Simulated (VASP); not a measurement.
A run of VASP 6.6.1 is set up as follows.

Contents of INCAR:

```
ALGO = Normal
EDIFF = 1E-6
ENCUT = 520
GGA = PE
ISIF = 2
ISMEAR = 0
LASPH = T
LCHARG = F
LREAL = F
LWAVE = F
NBANDS = 12
NELM = 80
PREC = Accurate
SIGMA = 0.15
```

KPOINTS

```
k-points
0
Gamma
  20 20 20
```

POSCAR

```
Ti
1.0
    0.0000000000      2.0300000000      2.1924000000
    2.0300000000      0.0000000000      2.1924000000
    2.0300000000      2.0300000000      0.0000000000
Ti
1
Direct
    0.0000000000      0.0000000000      0.0000000000
```

Potentials or basis: VASP PAW PBE potentials, release 64 (Ti_sv).

Launch:

```bash
$ cat potpaw_PBE.64/Ti_sv/POTCAR > POTCAR
$ mpirun -np 1 vasp_std > vasp.out
```

Q: Predict the band gap on the k mesh.

A: Zero (bands 6 and 7 overlap by 1.27 eV).

Q: Predict the pressure.

A: -4.1 GPa.

Stress tensor (GPa, compression positive):
```
-3.26  0.00  0.00
 0.00 -3.26  0.00
 0.00  0.00 -5.74
```

Caveat: the cell differs from its parent crystal (strain +0.000 along x and y, +0.080 along z); the cell stands under tension.
